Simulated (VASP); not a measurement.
Here is a VASP 6.6.1 calculation.

INCAR

```
PREC = Accurate
ENCUT = 520
EDIFF = 1E-7
ISMEAR = 0
SIGMA = 0.1
LREAL = F
LASPH = T
NELM = 80
ALGO = Normal
ISIF = 2
LWAVE = F
LCHARG = F
NBANDS = 16
```

Contents of KPOINTS:

```
regular mesh
0
Gamma
  9 9 6
```

Contents of POSCAR:

```
C
1.0
    2.4836066686      0.0000000000      0.0000000000
   -1.2418033343      2.1508664680      0.0000000000
    0.0000000000      0.0000000000      4.1364874352
C
4
Direct
    0.3333333333      0.6666666667     -0.0001757281
    0.6666666667      0.3333333333      0.4998242719
    0.3333333333      0.6666666667      0.3741757281
    0.6666666667      0.3333333333      0.8741757281
```

Potentials or basis: VASP PAW LDA potentials, release 64 (C).

The run is started by

```console
$ cat potpaw_LDA.64/C/POTCAR > POTCAR
$ mpirun -np 1 vasp_std > vasp.out
```

(1) What does it give for the band gap on the k mesh?

(2) Predict the pressure.

(3) Estimate the largest force.

## Answers

(1) 3.01 eV, indirect (least direct gap 4.97 eV).

(2) 1.5 GPa.

(3) 0.006 eV/Å.
